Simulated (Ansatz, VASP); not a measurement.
Bi in VASP and in Ansatz

```
CELL_PARAMETERS angstrom
2.25027 1.29919 3.95400
-2.25027 1.29919 3.95400
0.00000 -2.59839 3.95400
ATOMIC_POSITIONS crystal
Bi 0.23389 0.23389 0.23389
Bi 0.76611 0.76611 0.76611
```

Change from the starting cell: equal xx and yy strain of -1 %, crystal datasets.

Alike in both runs: task electric field gradients; functional LDA; k mesh 11 × 11 × 11; occupations fermi-dirac, width 0.03 eV; no spin polarisation.

```csv
,VASP,Ansatz
version,VASP 6.6.1,Ansatz 0.2.0
potentials or method,"VASP PAW LDA potentials, release 64 (Bi_d), cutoff 400 eV","all-electron PAW with datasets made for the crystal, scalar-relativistic"
```

```tsv
	VASP	Ansatz	Ansatz less VASP
pressure (GPa)	-0.8	-0.8	-0.02
traceless stress, the component that is largest in VASP (GPa)	-0.22	-0.20	+0.021
rms of the force components (eV/Å)	0.080	0.067	-0.0134
size of Vzz on the site where it differs most (V/Å²)	24.5	25.6	+1.04
```

LDA's correlation is that of Perdew and Zunger in VASP and of Perdew and Wang (1992) in Ansatz. Atom by atom the forces differ by 0.013 eV/Å (rms over components). Ansatz ran all-electron here, and VASP with PAW potentials.

Neither program's run includes spin-orbit coupling.
